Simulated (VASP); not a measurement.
# HRh4 in VASP: relaxation of the atoms with PBEsol

Aim: the relaxation of the atoms of HRh4 with PBEsol.

All numbers are computed with VASP 6.6.1; they aren't measurements. Logs are shortened: lines on timing, memory, paths and dates and some standing lists are left out, and cuts for length are marked.

## 1. The cell of the first run

The cell holds a slab with vacuum, 5 atoms: a = 2.673 Å, b = 2.673 Å, c = 24.670 Å, α = 90.00°, β = 90.00°, γ = 90.00°.

## 2. Relaxation of the atoms, PBEsol

INCAR

```
SYSTEM = HRh4
  PREC = Accurate
  ENCUT = 520
  EDIFF = 1E-6
  ISMEAR = 0
  SIGMA = 0.1
  LREAL = .False.
  LASPH = .True.
  NELM = 100
  ALGO = Fast
  ISIF = 2
  LWAVE = .False.
  LCHARG = .False.
  LDIPOL = .True.
  IDIPOL = 3
  DIPOL = 0.5 0.5 0.481
  GGA = PS
  IBRION = 2
  NSW = 90
  EDIFFG = -0.03
```

KPOINTS

```
regular mesh
0
Gamma
  11 11 1
  0 0 0
```

POSCAR

```
HRh4
1.0
    2.6728587948      0.0000000000      0.0000000000
    0.0000000000      2.6728587948      0.0000000000
    0.0000000000      0.0000000000     24.6699897369
Rh H
4 1
Selective dynamics
Direct
    0.5000000000      0.5000000000      0.3445481774  F F F
    0.0000000000      0.0000000000      0.4211593394  F F F
    0.5000000000      0.5000000000      0.4979727068  T T T
    0.0000000000      0.0000000000      0.5715952315  T T T
    0.5000000000      0.5000000000      0.5683524252  T T T
```

Potentials or basis: VASP PAW PBE potentials, release 64 (Rh_pv, H).

On the command line:

```bash
$ cat potpaw_PBE.64/Rh_pv/POTCAR potpaw_PBE.64/H/POTCAR > POTCAR
$ mpirun -np 1 vasp_std > vasp.out
```

OUTCAR:

```text
SYSTEM = HRh4
   PREC = Accurate
   ENCUT = 520
   EDIFF = 1E-6
   ISMEAR = 0
   LREAL = .False.
   LASPH = .True.
   NELM = 100
   ISIF = 2
   GGA = PS
   IBRION = 2
   NSW = 90
   EDIFFG = -0.03

 ion  position               nearest neighbor table
   1  0.500  0.500  0.345-   2 2.67   2 2.67   2 2.67   2 2.67
   2  0.000  0.000  0.421-   1 2.67   1 2.67   1 2.67   1 2.67   3 2.68   3 2.68   3 2.68   3 2.68

   3  0.500  0.500  0.498-   5 1.74   4 2.62   4 2.62   4 2.62   4 2.62   2 2.68   2 2.68   2 2.68
                             2 2.68
   4  0.000  0.000  0.572-   5 1.89   5 1.89   5 1.89   5 1.89   3 2.62   3 2.62   3 2.62   3 2.62

   5  0.500  0.500  0.568-   3 1.74   4 1.89   4 1.89   4 1.89   4 1.89

  LATTYP: Found a simple tetragonal cell.
 ALAT       =     2.6728587948
 C/A-ratio  =     9.2298140796

  Lattice vectors:

 A1 = (   2.6728587948,   0.0000000000,   0.0000000000)
 A2 = (   0.0000000000,   2.6728587948,   0.0000000000)
 A3 = (   0.0000000000,   0.0000000000,  24.6699897369)

Analysis of symmetry for initial positions (statically):
=====================================================================
 Subroutine PRICEL returns:
 Original cell was already a primitive cell.

 Routine SETGRP: Setting up the symmetry group for a
 simple tetragonal supercell.

 Subroutine GETGRP returns: Found  8 space group operations
 (whereof  8 operations were pure point group operations)
 out of a pool of 16 trial point group operations.

The static configuration has the point symmetry C_4v.

Analysis of symmetry for dynamics (positions and initial velocities):
=====================================================================
 Subroutine PRICEL returns:
 Original cell was already a primitive cell.

 Routine SETGRP: Setting up the symmetry group for a
 simple tetragonal supercell.

 Subroutine GETGRP returns: Found  8 space group operations
 (whereof  8 operations were pure point group operations)
 out of a pool of 16 trial point group operations.

The dynamic configuration has the point symmetry C_4v.
[... 155 lines left out ...]

--------------------------------------- Ionic step        1  -------------------------------------------

 number of electron      60.9999987 magnetization

 Free energy of the ion-electron system (eV)
  ---------------------------------------------------
  ext. energy  EPLUGINS =         0.00000000
  ---------------------------------------------------
  free energy    TOTEN  =       -33.57942821 eV

  energy without entropy =      -33.54903464  energy(sigma->0) =      -33.56423143

------------------------ aborting loop because EDIFF is reached ----------------------------------------

  FORCE on cell =-STRESS in cart. coord.  units (eV):
  Direction    XX          YY          ZZ          XY          YZ          ZX
  --------------------------------------------------------------------------------------
  -------------------------------------------------------------------------------------
  Total        0.6304005      0.6304005      2.4758513      0.0000000     -0.0000000      0.0000000
  in kB        5.7306797      5.7306797     22.5068197      0.0000000     -0.0000000      0.0000000
  external PRESSURE =      11.3227264 kB  Pullay stress =       0.0000000 kB
[... 98 lines left out ...]
  FREE ENERGIE OF THE ION-ELECTRON SYSTEM (eV)
  ---------------------------------------------------
  free  energy   TOTEN  =       -33.7574553633 eV

  energy  without entropy=      -33.7273554525  energy(sigma->0) =      -33.74240541

 dipolmoment           0.000000      0.000000     -0.004811 electrons x Angstroem

[... ionic steps 4 to 11 ...]

--------------------------------------- Ionic step       12  -------------------------------------------

 number of electron      60.9999988 magnetization

------------------------ aborting loop because EDIFF is reached ----------------------------------------

 vacuum level on the upper side and lower side of the slab       (xc-potential included)        -0.034        -0.174

  FORCE on cell =-STRESS in cart. coord.  units (eV):
  Direction    XX          YY          ZZ          XY          YZ          ZX
  --------------------------------------------------------------------------------------
  -------------------------------------------------------------------------------------
  Total       -2.7043482     -2.7043482     -0.8405551      0.0000000      0.0000000      0.0000000
  in kB      -24.5839801    -24.5839801     -7.6410976      0.0000000      0.0000000      0.0000000
  external PRESSURE =     -18.9363526 kB  Pullay stress =       0.0000000 kB
[... 65 lines left out ...]
--------------------------------------- Ionic step       14  -------------------------------------------

 number of electron      60.9999987 magnetization

 dipolmoment           0.000000      0.000000      0.006295 electrons x Angstroem

 Free energy of the ion-electron system (eV)
  ---------------------------------------------------
  ext. energy  EPLUGINS =         0.00000000
  ---------------------------------------------------
  free energy    TOTEN  =       -34.02068416 eV

  energy without entropy =      -33.98808972  energy(sigma->0) =      -34.00438694

 E-fermi :   0.1461     XC(G=0):  -5.2963

 val. band max:        0.1413591275   @ k =   0.3636   0.2727   0.0000
 cond. band min:       0.1675028635   @ k =   0.3636   0.3636   0.0000
 fundamental gap:      0.0261437360
 Fermi energy:         0.1461203196

 k-point     1 :       0.0000    0.0000    0.0000
  band No.  band energies     occupation
      1     -46.8882      2.00000
      2     -46.5249      2.00000
      3     -46.5093      2.00000
      4     -46.5093      2.00000
      5     -46.3557      2.00000
      6     -46.3557      2.00000
[... 808 lines left out ...]
     35       5.1141      0.00000
     36       6.6656      0.00000

------------------------ aborting loop because EDIFF is reached ----------------------------------------

 vacuum level on the upper side and lower side of the slab       (xc-potential included)         0.068        -0.092

  FORCE on cell =-STRESS in cart. coord.  units (eV):
  Direction    XX          YY          ZZ          XY          YZ          ZX
  --------------------------------------------------------------------------------------
  -------------------------------------------------------------------------------------
  Total       -2.6538867     -2.6538867     -1.0583829      0.0000000      0.0000000      0.0000000
  in kB      -24.1252579    -24.1252579     -9.6212696      0.0000000      0.0000000      0.0000000
  external PRESSURE =     -19.2905951 kB  Pullay stress =       0.0000000 kB
[... 20 lines left out ...]
  FREE ENERGIE OF THE ION-ELECTRON SYSTEM (eV)
  ---------------------------------------------------
  free  energy   TOTEN  =       -34.0206841632 eV

  energy  without entropy=      -33.9880897223  energy(sigma->0) =      -34.00438694

 reached required accuracy - stopping structural energy minimisation

 vacuum level on the upper side and lower side of the slab         5.518         5.359
```

OSZICAR:

```text
N       E                     dE             d eps       ncg     rms          rms(c)
DAV:   1     0.577713607740E+03    0.57771E+03   -0.38872E+04  1992   0.158E+03
DAV:   2    -0.193049210554E+02   -0.59702E+03   -0.58467E+03  1704   0.455E+02
DAV:   3    -0.356397645620E+02   -0.16335E+02   -0.15482E+02  1688   0.799E+01
DAV:   4    -0.360258615622E+02   -0.38610E+00   -0.38343E+00  1712   0.112E+01
[... 202 lines left out ...]
RMM:   5    -0.340206904969E+02    0.48505E-03   -0.20800E-04  1520   0.102E-01    0.392E-02
RMM:   6    -0.340207019107E+02   -0.11414E-04   -0.96997E-05  1499   0.578E-02    0.464E-02
RMM:   7    -0.340206982175E+02    0.36932E-05   -0.45573E-05  1485   0.438E-02    0.399E-02
RMM:   8    -0.340206846942E+02    0.13523E-04   -0.81152E-06  1342   0.197E-02    0.942E-03
RMM:   9    -0.340206841632E+02    0.53100E-06   -0.22185E-06   911   0.844E-03
  14 F= -.34020684E+02 E0= -.34004387E+02  d E =-.299327E-02
```

Wall time 20 min (1 thread of Oxide Virtual Turin-like, shared host); peak memory 0.3 GiB.

What came out:

| Item | Value |
| --- | --- |
| Free energy | -34.0207 eV |
| Energy gained by relaxing | 88.3 meV/atom |
| Ionic steps | 14 |
| Band gap on the k mesh | zero (an odd number of electrons rules out a gap without spin polarisation) |

The path:
```csv
step,energy change (eV),largest force on free atoms (eV/Å),pressure (GPa)
1,0.0000,2.2935,1.13
2,-0.1780,0.7670,0.26
3,-0.1780,0.7654,0.24
4,-0.2179,0.7112,0.28
5,-0.3109,0.5614,0.35
6,-0.3335,1.3630,0.51
7,-0.3566,0.6553,0.41
8,-0.3908,0.3446,-0.09
9,-0.3977,0.6473,-0.39
10,-0.4253,0.3920,-1.07
11,-0.4382,0.1263,-1.85
12,-0.4383,0.1266,-1.89
13,-0.4407,0.0560,-1.91
14,-0.4413,0.0059,-1.93
```

Final structure:
```
CELL_PARAMETERS angstrom
2.67286 0.00000 0.00000
0.00000 2.67286 0.00000
0.00000 0.00000 24.66999
ATOMIC_POSITIONS crystal
Rh 0.50000 0.50000 0.34455
Rh 0.00000 0.00000 0.42116
Rh 0.50000 0.50000 0.49686
Rh 0.00000 0.00000 0.57407
H 0.50000 0.50000 0.59556
```

Levels at points of the mesh, in eV from the Fermi level:
| k point | band 29 | band 30 | band 31 | band 32 | band 33 | band 34 |
| --- | --- | --- | --- | --- | --- | --- |
| (0.00, 0.00, 0.00) | -0.27 | -0.25 | -0.25 | 0.09 | 0.28 | 0.64 |

Caveat: the PAW data sets were made with another functional, which shifts forces and pressure a little.

The gap in the log of VASP goes by the Fermi energy; the results here count the filled bands.